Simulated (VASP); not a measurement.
The system is NbTe.

```
Te Nb
1.0
     3.65293    0.00000    0.00000
    -1.82646    3.16353    0.00000
     0.00000    0.00000    3.64428
Te Nb
1 1
Cartesian
  1.8265 1.0545 0.0000
  0.0000 0.0000 1.8221
```

This cell differs from its parent crystal: volume scaled by 0.96.

Base run:

```yaml
Program: VASP 6.6.1
Functional: PBEsol
Potentials_or_basis: VASP PAW PBE potentials, release 64 (Te, Nb_sv)
Cutoff: 520 eV
k_mesh: 8 × 8 × 7
Occupations: fermi-dirac, width 0.05 eV
Spin: no spin polarisation
```

Its results: pressure -0.3 GPa.

Problem. The run is repeated on the same cell with these changes: functional from PBEsol to r2SCAN. What comes out?

Solution. Pressure 3.8 GPa.

Caveats: the PAW data sets were made with another functional, which shifts forces and pressure a little.
